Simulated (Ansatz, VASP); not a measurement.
## Two plane-wave programs on BiTe

File INCAR:

```
SYSTEM = BiTe
ALGO     = Normal         ! electronic algorithm
EDIFF    = 1E-6           ! SCF threshold, eV
ENCUT    = 520            ! plane-wave cutoff, eV
GGA      = PE             ! functional
ISIF     = 2              ! what is computed and relaxed
ISMEAR   = 0              ! smearing method
LASPH    = .TRUE.         ! aspherical terms in the spheres
LCHARG   = .FALSE.        ! write CHGCAR
LREAL    = .FALSE.        ! projectors in reciprocal space
LWAVE    = .FALSE.        ! write WAVECAR
NBANDS   = 18             ! bands
NELM     = 80             ! most SCF steps
PREC     = Accurate       ! precision mode
SIGMA    = 0.15           ! smearing width, eV
```

File KPOINTS:

```
k-points
0
G
  12 12 12
  0 0 0
```

The input POSCAR:

```
BiTe
1.0
    2.4953890060      1.4407135143      3.2675325752
   -2.4953890060      1.4407135143      3.2675325752
    0.0000000000     -2.8814270287      3.2675325752
Bi Te
1 1
Direct
    0.5000000000      0.5000000000      0.5000000000
    0.0000000000      0.0000000000      0.0000000000
```

Input for Ansatz:

```yaml
crystal:
  lattice:
    - [2.495389006, 1.4407135143, 3.2675325752]
    - [-2.495389006, 1.4407135143, 3.2675325752]
    - [0.0, -2.8814270287, 3.2675325752]
  atoms:
    - { symbol: Bi, position: [0.5, 0.5, 0.5] }
    - { symbol: Te, position: [0.0, 0.0, 0.0] }
basis:
  ecutwfc: 420
kpoints:
  mp_grid: { grid: [12, 12, 12] }
hamiltonian:
  xc: pbe
scf:
  occupations: { method: gaussian, width: 0.15 }
output:
  forces: true
  stress: true
  eigenvalues: true
  write_density: true
  write_potential: true
  elf: true
  volumetric_format: npy
```

Change from the starting cell: strain +0.030 along x and y, -0.015 along z, atoms carried along.

Alike in both runs: task single point; functional PBE; k mesh 12 × 12 × 12; occupations gaussian, width 0.15 eV; no spin polarisation.

```csv
,VASP,Ansatz
version,VASP 6.6.1,Ansatz 0.2.0
potentials or method,"VASP PAW PBE potentials, release 64 (Bi_d, Te), cutoff 520 eV","scalar-relativistic, plane waves, PAW"
valence electrons in the cell,21,31
```

```tsv
	VASP	Ansatz	Ansatz less VASP
gap on the k mesh at the Fermi level (eV)	none	none	-
pressure (GPa)	-2.4	-2.3	+0.06
traceless stress, the component that is largest in VASP (GPa)	1.09	1.09	0.000
```

A gap of «none» marks a metal or a gap that the smearing closes. VASP's potentials hold 21 valence electrons a cell and Ansatz's 31, so a difference there can come from the potentials and not from the codes.

Spin-orbit coupling is off throughout.
